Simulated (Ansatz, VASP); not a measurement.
## One calculation of B2N, two programs

```
B N
1.0
     2.94585    0.00000    0.00000
    -1.47293    2.55118    0.00000
     0.00000    0.00000    2.98079
B N
2 1
Direct
  0.33333 0.66667 0.00000
  0.66667 0.33333 0.00000
  0.00000 0.00000 0.50000
```

Alike in both runs: functional PBE; k mesh 8 × 8 × 6; occupations gaussian, width 0.2 eV; no spin polarisation.

Ansatz relaxed the structure, and its values are those at the end. VASP's run is a single point on that final structure, the one shown.

|  | VASP | Ansatz |
| --- | --- | --- |
| version | VASP 6.6.1 | Ansatz 0.2.0 |
| potentials or method | VASP PAW PBE potentials, release 64 (B, N), cutoff 600 eV | scalar-relativistic, plane waves, PAW |
| valence electrons in the cell | 11 | 11 |

Ansatz gave:

* gap on the k mesh at the Fermi level (eV): none
* pressure (GPa): -0.2

Q: Estimate VASP's values.

A: gap on the k mesh at the Fermi level (eV): none; pressure (GPa): -0.4.

A gap of «none» marks a metal or a gap that the smearing closes. With one functional, cell and mesh, what is left measures potentials, basis and numerics.
